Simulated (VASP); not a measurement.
# I (C2/m) in VASP: a series of runs

Runs on I. Level: PBEsol. Tasks: relaxation of cell and atoms, single point.

All numbers are computed with VASP 6.6.1; they aren't measurements. Logs are shortened: lines on timing, memory, paths and dates and some standing lists are left out, and cuts for length are marked.

## 1. The cell of the first run

It takes space group C2/m (No. 12, monoclinic). Conventional cell: a = 5.077 Å, b = 7.413 Å, c = 2.880 Å, α = 90.00°, β = 124.24°, γ = 90.00°. Within 3.8 Å of I (site symmetry 2/m) lie 2 I at 2.88 Å.

## 2. Relaxation of cell and atoms, PBEsol

Input file INCAR:

```
PREC = Accurate ; ENCUT = 600
EDIFF = 1E-6 ; ISMEAR = 0
SIGMA = 0.1 ; LREAL = F
LASPH = T ; NELM = 100
ALGO = Normal ; ISIF = 3
LWAVE = F ; LCHARG = F
GGA = PS ; IBRION = 2
NSW = 100 ; EDIFFG = -0.005
```

Input file KPOINTS:

```
regular mesh
0
Gamma
  12 12 18
```

Input file POSCAR:

```
I
1.0
    2.5383465792     -3.7066249365      0.0000000000
    2.5383465792      3.7066249365      0.0000000000
   -1.6208748370      0.0000000000      2.3810977968
I
1
Direct
    0.5000000000      0.5000000000      0.5000000000
```

Potentials or basis: VASP PAW PBE potentials, release 64 (I).

Started as:

```bash
$ cat potpaw_PBE.64/I/POTCAR > POTCAR
$ mpirun -np 1 vasp_std > vasp.out
```

OUTCAR:

```text
PREC = Accurate
   ENCUT = 600
   EDIFF = 1E-6
   ISMEAR = 0
   LREAL = F
   LASPH = T
   NELM = 100
   ISIF = 3
   GGA = PS
   IBRION = 2
   NSW = 100
   EDIFFG = -0.005

 ion  position               nearest neighbor table
   1  0.500  0.500  0.500-

  LATTYP: Found a base centered monoclinic cell.
 ALAT       =     5.0766931584
 B/A-ratio  =     1.4602517114
 C/A-ratio  =     0.5673826054
 COS(beta)  =    -0.5627202553

  Lattice vectors:

 A1 = (   2.5383465792,  -3.7066249365,   0.0000000000)
 A2 = (   2.5383465792,   3.7066249365,   0.0000000000)
 A3 = (  -1.6208748370,   0.0000000000,   2.3810977968)

Analysis of symmetry for initial positions (statically):
=====================================================================
 Subroutine PRICEL returns:
 Original cell was already a primitive cell.

 Routine SETGRP: Setting up the symmetry group for a
 base centered monoclinic supercell.

 Subroutine GETGRP returns: Found  4 space group operations
 (whereof  4 operations were pure point group operations)
 out of a pool of  4 trial point group operations.

The static configuration has the point symmetry C_2h.

Analysis of symmetry for dynamics (positions and initial velocities):
=====================================================================
 Subroutine PRICEL returns:
 Original cell was already a primitive cell.

 Routine SETGRP: Setting up the symmetry group for a
 base centered monoclinic supercell.

 Subroutine GETGRP returns: Found  4 space group operations
 (whereof  4 operations were pure point group operations)
 out of a pool of  4 trial point group operations.

The dynamic configuration has the point symmetry C_2h.

 Subroutine INISYM returns: Found  4 space group operations
 (whereof  4 operations are pure point group operations),
 and found     1 'primitive' translations

----------------------------------------------------------------------------------------

                                     Primitive cell

  volume of cell :      44.8061

  direct lattice vectors                    reciprocal lattice vectors
     2.538346579 -3.706624936  0.000000000     0.196978618 -0.134893605  0.134088438
     2.538346579  3.706624936  0.000000000     0.196978618  0.134893605  0.134088438
    -1.620874837  0.000000000  2.381097797     0.000000000  0.000000000  0.419974350

  length of vectors
     4.492468339  4.492468339  2.880427391     0.273818498  0.273818498  0.419974350

  position of ions in fractional coordinates (direct lattice)
     0.500000000  0.500000000  0.500000000

  ion indices of the primitive-cell ions
   primitive index   ion index
                 1           1

----------------------------------------------------------------------------------------

 KPOINTS: regular mesh

Automatic generation of k-mesh.
 Grid dimensions read from file:
 generate k-points for:   12   12   18

 Generating k-lattice:

  Cartesian coordinates                     Fractional coordinates (reciprocal lattice)
     0.016414885 -0.011241134  0.011174037     0.083333333 -0.000000000  0.000000000
     0.016414885  0.011241134  0.011174037    -0.000000000  0.083333333  0.000000000
     0.000000000  0.000000000  0.023331908     0.000000000  0.000000000  0.055555556

  Length of vectors
     0.022818208  0.022818208  0.023331908

  Shift w.r.t. Gamma in fractional coordinates (k-lattice)
     0.000000000  0.000000000  0.000000000

 Subroutine IBZKPT returns following result:
 ===========================================

 Found    710 irreducible k-points:

 Following reciprocal coordinates:
            Coordinates               Weight
  0.000000  0.000000  0.000000      1.000000
  0.083333 -0.000000  0.000000      4.000000
  0.166667 -0.000000  0.000000      4.000000
  0.250000 -0.000000 -0.000000      4.000000
  0.333333  0.000000  0.000000      4.000000
  0.416667 -0.000000  0.000000      4.000000
[... 16 lines left out ...]
  0.500000  0.166667  0.000000      4.000000
 -0.416667  0.166667  0.000000      4.000000
 [... further k-points ...]
   k-points           NKPTS =    710   k-points in BZ     NKDIM =    710   number of bands    NBANDS=      7
   number of dos      NEDOS =    301   number of ions     NIONS =      1
   total plane-waves  NPLWV =  31104
   dimension x,y,z NGX =    36 NGY =   36 NGZ =   24
   dimension x,y,z NGXF=    72 NGYF=   72 NGZF=   48
   ions per type =               1
   NGX,Y,Z   is equivalent  to a cutoff of  13.32, 13.32, 13.85 a.u.
   NGXF,Y,Z  is equivalent  to a cutoff of  26.64, 26.64, 27.70 a.u.
 SYSTEM =  unknown system
   PREC   = accura    normal or accurate (medium, high low for compatibility)
   ISTART =      0    job   : 0-new  1-cont  2-samecut
   ICHARG =      2    charge: 1-file 2-atom 10-const
   ISPIN  =      1    spin polarized calculation?
   LNONCOLLINEAR =      F non collinear calculations
   LSORBIT =      F    spin-orbit coupling
   LASPH  =      T    aspherical Exc in radial PAW
   ENCUT  =  600.0 eV  44.10 Ry    6.64 a.u.   8.97  8.97  5.75*2*pi/ulx,y,z
   NELM   =    100;   NELMIN=  2; NELMDL= -5     # of ELM steps
   EDIFF  = 0.1E-05   stopping-criterion for ELM
   LREAL  =      F    real-space projection
   EDIFFG = -.5E-02   stopping-criterion for IOM
   NSW    =    100    number of steps for IOM
   IBRION =      2    ionic relax: 0-MD 1-quasi-New 2-CG
   NFREE  =      1    steps in history (QN), initial steepest desc. (CG)
   ISIF   =      3    stress and relaxation
   ISYM   =      2    0-nonsym 1-usesym 2-fastsym
   POTIM  = 0.5000    time-step for ionic-motion
   TEBEG  =    0.0;   TEEND  =   0.0 temperature during run
   PSTRESS=    0.0 pullay stress
   NELECT =       7.0000    total number of electrons
   NUPDOWN=      -1.0000    fix difference up-down
   EMIN   =  10.00;   EMAX   =-10.00  energy-range for DOS
   EFERMI =   0.00;   METHOD = LEGACY
   ISMEAR =     0;   SIGMA  =   0.10  broadening in eV -4-tet -1-fermi 0-gaus
   EFERMI_NEDOS =   21; number of points for ismear=-14 and -15
   IALGO  =     38    algorithm
   IMIX   =      4    mixing-type and parameters
     AMIX     =   0.40;   BMIX     =  1.00
     AMIX_MAG =   1.60;   BMIX_MAG =  1.00
  volume/ion in A,a.u.               =      44.81       302.37
  Fermi-wavevector in a.u.,A,eV,Ry     =   0.881716  1.666201 10.577477  0.777423
  Thomas-Fermi vector in A             =   2.002249
   LORBIT       =      0    0 simple, 1 ext, 2 COOP (PROOUT), +10 PAW based schemes
   GGA     = PS    functional components
   LHFCALC =     F    Hartree Fock is set to
   AEXX    =    0.0000 exact exchange contribution
   IVDW    =     0    specifies the selected vdW correction
   LEPSILON=     F    determine dielectric tensor
   LRPA    =     F    only Hartree local field effects (RPA)
 conjugate gradient relaxation of ions
 non-spin polarized calculation
 Gauss-broadening in eV      SIGMA  =   0.10
  energy-cutoff  :      600.00
  volume of cell :       44.81
 maximum number of plane-waves:      1517
   NGX = 17   NGY = 17   NGZ = 11

--------------------------------------- Ionic step        1  -------------------------------------------

 number of electron       7.0000000 magnetization

 Free energy of the ion-electron system (eV)
  ---------------------------------------------------
  ext. energy  EPLUGINS =         0.00000000
  ---------------------------------------------------
  free energy    TOTEN  =        -1.65094715 eV

  energy without entropy =       -1.64516382  energy(sigma->0) =       -1.64805549

------------------------ aborting loop because EDIFF is reached ----------------------------------------

  FORCE on cell =-STRESS in cart. coord.  units (eV):
  Direction    XX          YY          ZZ          XY          YZ          ZX
  --------------------------------------------------------------------------------------
  -------------------------------------------------------------------------------------
  Total       -0.1014875     -0.0794280      0.2445286      0.0000000      0.0000000     -0.4440511
  in kB       -3.6289933     -2.8401908      8.7438642      0.0000000      0.0000000    -15.8784005
  external PRESSURE =       0.7582267 kB  Pullay stress =       0.0000000 kB
[... 86 lines left out ...]
  FREE ENERGIE OF THE ION-ELECTRON SYSTEM (eV)
  ---------------------------------------------------
  free  energy   TOTEN  =        -1.6580315102 eV

  energy  without entropy=       -1.6527717769  energy(sigma->0) =       -1.65540164

[... ionic steps 4 to 22 ...]

--------------------------------------- Ionic step       23  -------------------------------------------

 number of electron       7.0000000 magnetization

------------------------ aborting loop because EDIFF is reached ----------------------------------------

  FORCE on cell =-STRESS in cart. coord.  units (eV):
  Direction    XX          YY          ZZ          XY          YZ          ZX
  --------------------------------------------------------------------------------------
  -------------------------------------------------------------------------------------
  Total        0.0050241     -0.0044145      0.0001096      0.0000000      0.0000000      0.0025991
  in kB        0.2018520     -0.1773605      0.0044034      0.0000000      0.0000000      0.1044250
  external PRESSURE =       0.0096316 kB  Pullay stress =       0.0000000 kB
[... 55 lines left out ...]
  energy  without entropy=       -1.6906528041  energy(sigma->0) =       -1.69163963

--------------------------------------- Ionic step       25  -------------------------------------------

 number of electron       7.0000000 magnetization

 Free energy of the ion-electron system (eV)
  ---------------------------------------------------
  ext. energy  EPLUGINS =         0.00000000
  ---------------------------------------------------
  free energy    TOTEN  =        -1.69262732 eV

  energy without entropy =       -1.69066842  energy(sigma->0) =       -1.69164787

 E-fermi :   3.1770     XC(G=0):  -8.5041

 val. band max:        3.1696464749   @ k =  -0.0833  -0.2500   0.2778
 cond. band min:       3.1865819571   @ k =  -0.1667  -0.1667   0.2778
 fundamental gap:      0.0169354821
 Fermi energy:         3.1769513755

 k-point     1 :       0.0000    0.0000    0.0000
  band No.  band energies     occupation
      1     -10.6411      2.00000
      2       1.6882      2.00000
      3       2.3723      2.00000
      4       6.6662      0.00000
      5       7.6492      0.00000
      6      10.4908      0.00000
      7      12.6282      0.00000
[... 221 lines left out ...]
 k-point    24 :      -0.4167    0.1667    0.0000
  band No.  band energies     occupation
      1     -10.2287      2.00000
      2      -0.1361      2.00000
      3       0.7716      2.00000
      4       6.6747      0.00000
      5       9.5870      0.00000
      6      12.1003      0.00000
      7      13.2414      0.00000

 [... further k-points ...]

------------------------ aborting loop because EDIFF is reached ----------------------------------------

  FORCE on cell =-STRESS in cart. coord.  units (eV):
  Direction    XX          YY          ZZ          XY          YZ          ZX
  --------------------------------------------------------------------------------------
  -------------------------------------------------------------------------------------
  Total        0.0048434     -0.0025935      0.0014254      0.0000000      0.0000000      0.0001266
  in kB        0.1944004     -0.1040964      0.0572101      0.0000000      0.0000000      0.0050816
  external PRESSURE =       0.0491714 kB  Pullay stress =       0.0000000 kB
[... 16 lines left out ...]
  FREE ENERGIE OF THE ION-ELECTRON SYSTEM (eV)
  ---------------------------------------------------
  free  energy   TOTEN  =        -1.6926273233 eV

  energy  without entropy=       -1.6906684216  energy(sigma->0) =       -1.69164787

 reached required accuracy - stopping structural energy minimisation
```

Wall time 12 min (1 thread of Intel Xeon 6975P-C (Granite Rapids), shared host); peak memory 0.45 GiB.

What came out:

* Free energy: -1.6926 eV
* Relaxed volume: 39.92 Å³/atom
* Relaxed cell: a = 4.389 Å, b = 4.389 Å, c = 2.916 Å, α = 109.67°, β = 109.67°, γ = 114.64°
* Space group after relaxing (to 0.1 Å): Immm (No. 71)
* Energy gained by relaxing: 41.7 meV/atom
* Ionic steps: 25
* Pressure after relaxing: 0.0 GPa
* Band gap on the k mesh: zero (an odd number of electrons rules out a gap without spin polarisation)

The path:
| step | energy change (eV) | largest force (eV/Å) | pressure (GPa) | volume (Å³) |
| --- | --- | --- | --- | --- |
| 1 | 0.0000 | 0.0000 | 0.08 | 44.81 |
| 2 | -0.0052 | 0.0000 | -1.45 | 44.92 |
| 3 | -0.0071 | 0.0000 | -0.96 | 44.89 |
| 4 | -0.0196 | 0.0000 | -0.93 | 43.35 |
| 5 | -0.0398 | 0.0000 | -0.07 | 38.81 |
| 6 | -0.0403 | 0.0000 | -0.27 | 39.52 |
| 7 | -0.0384 | 0.0000 | 0.81 | 39.07 |
| 8 | -0.0413 | 0.0000 | 0.06 | 39.35 |
| 9 | -0.0413 | 0.0000 | 0.07 | 39.34 |
| 10 | -0.0413 | 0.0000 | 0.09 | 39.34 |
| 11 | -0.0414 | 0.0000 | 0.04 | 39.46 |
| 12 | -0.0415 | 0.0000 | 0.01 | 39.58 |
| 13 | -0.0417 | 0.0000 | 0.02 | 39.84 |
| 14 | -0.0415 | 0.0000 | -0.10 | 40.35 |
| 15 | -0.0417 | 0.0000 | 0.06 | 40.03 |
| 16 | -0.0416 | 0.0000 | -0.11 | 40.19 |
| 17 | -0.0417 | 0.0000 | -0.04 | 40.09 |
| 18 | -0.0417 | 0.0000 | -0.04 | 40.07 |
| 19 | -0.0417 | 0.0000 | -0.03 | 40.05 |
| 20 | -0.0417 | 0.0000 | 0.05 | 39.92 |
| 21 | -0.0417 | 0.0000 | 0.00 | 39.99 |
| 22 | -0.0417 | 0.0000 | 0.00 | 39.94 |
| 23 | -0.0417 | 0.0000 | 0.00 | 39.88 |
| 24 | -0.0417 | 0.0000 | 0.00 | 39.89 |
| 25 | -0.0417 | 0.0000 | 0.00 | 39.92 |

Final structure:
```
CELL_PARAMETERS angstrom
2.36445 -3.69449 -0.15883
2.36445 3.69449 -0.15883
-1.66120 0.00000 2.39640
ATOMIC_POSITIONS crystal
I 0.50000 0.50000 0.50000
```

Levels at points of the mesh, in eV from the Fermi level:
```csv
k point,band 1,band 2,band 3,band 4,band 5,band 6
"(0.00, 0.00, 0.00)",-13.82,-1.49,-0.80,3.49,4.47,7.31
"(0.50, 0.00, 0.00)",-13.19,-4.30,-2.05,3.70,4.73,10.36
"(0.50, 0.50, 0.00)",-13.48,-3.98,-1.21,3.23,5.41,9.29
"(0.00, 0.00, 0.50)",-10.65,-5.28,-1.88,-0.26,4.39,6.02
"(0.50, 0.00, 0.50)",-11.13,-5.73,-0.66,0.91,5.37,9.07
"(0.50, 0.50, 0.50)",-10.66,-5.29,-1.87,-0.21,4.40,6.13
```

Caveat: the PAW data sets were made with another functional, which shifts forces and pressure a little; spin-orbit coupling is left out, which moves the levels of the heavy elements; an odd number of electrons without spin polarisation forces a metal; a magnetic or distorted state may lie lower.

## 3. Single point, PBEsol (strained)

Input file INCAR:

```
SYSTEM = I
PREC = Accurate
ENCUT = 520
EDIFF = 1E-7
ISMEAR = 0
SIGMA = 0.1
LREAL = .FALSE.
LASPH = .TRUE.
NELM = 80
ALGO = Fast
ISIF = 2
LWAVE = .FALSE.
LCHARG = .FALSE.
GGA = PS
NBANDS = 10
```

Input file KPOINTS:

```
regular mesh
0
G
  12 12 18
  0 0 0
```

Input file POSCAR:

```
I
1.0
    2.3815021441     -3.8532960852      0.0306378432
    2.3815021441      3.8532960852      0.0306378432
   -1.4919811304      0.0000000000      2.2685043466
I
1
Direct
    0.5000000000      0.5000000000      0.5000000000
```

Potentials or basis: VASP PAW PBE potentials, release 64 (I).

Started as:

```bash
$ cat potpaw_PBE.64/I/POTCAR > POTCAR
$ mpirun -np 1 vasp_std > vasp.out
```

Run time: 6.7 min. Hardware: 1 thread of Oxide Virtual Turin-like, shared host; peak memory 0.35 GiB.

The run converged. Its results:

| Quantity | Value |
| --- | --- |
| Free energy | -1.5136 eV |
| Pressure | 5.6 GPa |
| Band gap on the k mesh | zero (an odd number of electrons rules out a gap without spin polarisation) |

Stress tensor (GPa, compression positive):
```
 4.77  0.00 -9.18
 0.00 -0.49  0.00
-9.18  0.00 12.52
```

Levels at points of the mesh, in eV from the Fermi level:
```tsv
k point	band 1	band 2	band 3	band 4	band 5	band 6	band 7
(0.00, 0.00, 0.00)	-14.26	-2.19	-1.87	3.75	5.51	6.89	8.27
(0.50, 0.00, 0.00)	-13.93	-4.21	-2.63	4.50	5.59	10.23	10.96
(0.50, 0.50, 0.00)	-14.05	-4.03	-2.19	4.80	5.35	9.74	10.70
(0.00, 0.00, 0.50)	-10.22	-6.26	-0.97	0.11	4.79	6.31	10.94
(0.50, 0.00, 0.50)	-10.45	-6.46	-0.22	0.73	5.59	7.98	9.73
(0.50, 0.50, 0.50)	-10.20	-6.24	-0.99	-0.03	4.76	5.98	11.24
```

Caveat: the cell differs from its parent crystal (strained); the stress differs along the axes, from -0 to 13 GPa; the PAW data sets were made with another functional, which shifts forces and pressure a little; spin-orbit coupling is left out, which moves the levels of the heavy elements; an odd number of electrons without spin polarisation forces a metal; a magnetic or distorted state may lie lower.
